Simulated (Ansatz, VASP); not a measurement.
**Two plane-wave programs on TaN**

The input POSCAR:

```
TaN
1.0
    0.0000000000      2.1790000000      2.1790000000
    2.1790000000      0.0000000000      2.1790000000
    2.1790000000      2.1790000000      0.0000000000
Ta N
1 1
Direct
    0.5000000000      0.5000000000      0.5000000000
    0.0000000000      0.0000000000      0.0000000000
```

The input INCAR.step1:

```
SYSTEM = TaN
PREC = Accurate
ENCUT = 660
ISMEAR = -1
SIGMA = 0.1
LREAL = .False.
LASPH = .True.
NELM = 120
NBANDS = 15
GGA = PE
ALGO = Normal
EDIFF = 1E-5
LWAVE = .True.
LCHARG = .False.
GGA_COMPAT = .False.
```

File INCAR.step2:

```
SYSTEM = TaN
PREC = Accurate
ENCUT = 660
EDIFF = 1E-6
ISMEAR = -1
SIGMA = 0.1
LREAL = .False.
LASPH = .True.
NELM = 120
ALGO = Normal
ISIF = 2
LWAVE = .False.
LCHARG = .True.
METAGGA = R2SCAN
LMIXTAU = .True.
LELF = .True.
LVHAR = .True.
NBANDS = 15
ISTART = 1
GGA_COMPAT = .False.
```

KPOINTS

```
Automatic mesh
0
Gamma
  13 13 13
  0 0 0
```

Input for Ansatz:

```yaml
crystal:
  lattice:
    bravais: fcc
    a: 4.358
  space_group: 225
  atoms:
    - { symbol: Ta, position: [0.5, 0.0, 0.0] }
    - { symbol: "N", position: [0.0, 0.0, 0.0] }
  reduce_to_primitive: true
basis:
  ecutwfc: 625.0
kpoints:
  mp_grid:
    grid: [13, 13, 13]
hamiltonian:
  xc: r2scan
scf:
  occupations:
    method: fermi_dirac
    width: 0.1
output:
  stress: true
```

Alike in both runs: task single point; functional r2SCAN; k mesh 13 × 13 × 13; occupations fermi-dirac, width 0.1 eV; no spin polarisation.

|  | VASP | Ansatz |
| --- | --- | --- |
| version | VASP 6.6.1 | Ansatz 0.2.0 |
| potentials or method | VASP PAW PBE potentials, release 64 (Ta_pv, N), cutoff 660 eV | plane waves, PAW |
| valence electrons in the cell | 16 | 18 |

```tsv
	VASP	Ansatz	Ansatz less VASP
pressure (GPa)	12.0	9.8	-2.21
```

VASP's potentials were made for PBE, not for r2SCAN. VASP's potentials hold 16 valence electrons a cell and Ansatz's 18, so a difference there can come from the potentials and not from the codes.

Spin-orbit coupling is off throughout.
